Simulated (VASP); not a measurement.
A run of VASP 6.6.1 is set up as follows.

INCAR

```
SYSTEM = PtSe2
PREC = Accurate
ENCUT = 520
EDIFF = 1E-6
ISMEAR = 0
SIGMA = 0.15
LREAL = .False.
LASPH = .True.
NELM = 80
ALGO = Normal
ISIF = 2
LWAVE = .False.
LCHARG = .False.
GGA = PE
IVDW = 12
NBANDS = 18
```

The input KPOINTS:

```
regular mesh
0
Gamma
  12 12 8
  0 0 0
```

File POSCAR:

```
PtSe2
1.0
    3.8778354291      0.0000000000      0.0000000000
   -1.9389177145      3.3583039933      0.0000000000
    0.0000000000      0.0000000000      4.5611100317
Pt Se
1 2
Direct
    0.0000000000      0.0000000000      0.0000000000
    0.3333333333      0.6666666667      0.2969401033
    0.6666666667      0.3333333333      0.7030598967
```

Potentials or basis: VASP PAW PBE potentials, release 64 (Pt, Se).

Launch:

```sh
$ cat potpaw_PBE.64/Pt/POTCAR potpaw_PBE.64/Se/POTCAR > POTCAR
$ mpirun -np 1 vasp_std > vasp.out
```

Q: What does it give for the largest force?

A: 1.527 eV/Å.

Q: Estimate the dispersion energy per atom.

A: -0.492 eV.

Q: Estimate the band gap on the k mesh.

A: Zero (band 11 reaches 6.75 eV, above the bottom of band 12 at 6.35 eV).

Q: What does it give for the pressure?

A: -7.3 GPa.

Forces in eV/Å, atoms in the order of the input:
```
Pt   0.000  0.000  0.000
Se   0.000  0.000 -1.527
Se   0.000  0.000  1.527
```

Caveat: spin-orbit coupling is left out, which moves the levels of the heavy elements; pairwise dispersion overbinds metals, which lowers pressure and volume; forces of over 1 eV/Å act on the atoms, so gaps and moduli don't describe the material at rest.
